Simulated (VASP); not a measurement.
**Ir: single point with LDA**

Crystal: Ir.

```
Ir
1.0
     2.57900    0.00000    0.00000
    -1.28950    2.23348    0.00000
     0.00000    0.00000    4.38624
Ir
2
Cartesian
  1.2895 0.7445 3.2897
  0.0000 1.4890 1.0966
```

This isn't the form of Ir at room conditions, which is fcc.

```
Program                : VASP 6.6.1
Task                   : single point
Functional             : LDA
Potentials or basis    : VASP PAW LDA potentials, release 64 (Ir_sv_GW)
Cutoff                 : 560 eV
k mesh                 : 18 × 18 × 10
Occupations            : gaussian, width 0.15 eV
Spin                   : no spin polarisation
Dipole correction      : no
Further INCAR settings : ALGO = Normal; EDIFF = 1e-06; NBANDS = 24
```

```yaml
Pressure: 49.7 GPa
Band_gap_on_the_k_mesh: zero (bands 17 and 18 overlap by 4.39 eV)
```

Stress tensor (GPa, compression positive):
```
59.18  0.00  0.00
 0.00 59.18  0.00
 0.00  0.00 30.70
```

Levels at points of the mesh, in eV from the Fermi level:
```tsv
k point	band 15	band 16	band 17	band 18	band 19	band 20
(0.00, 0.00, 0.00)	-3.85	-2.30	-2.30	-1.47	0.45	0.45
(0.50, 0.00, 0.00)	-3.67	1.05	1.37	1.77	3.68	5.34
(0.00, 0.00, 0.50)	-4.55	-4.55	-0.43	-0.43	-0.43	-0.43
(0.50, 0.00, 0.50)	-1.09	-1.09	1.60	1.60	2.37	2.37
```

It took 47 s on 1 thread of AMD EPYC 9R45 96-Core Processor (Zen 5), with other jobs on the host, peak memory 0.2 GiB.

Caveat: the stress differs along the axes, from 31 to 59 GPa; spin-orbit coupling is left out, which moves the levels of the heavy elements.
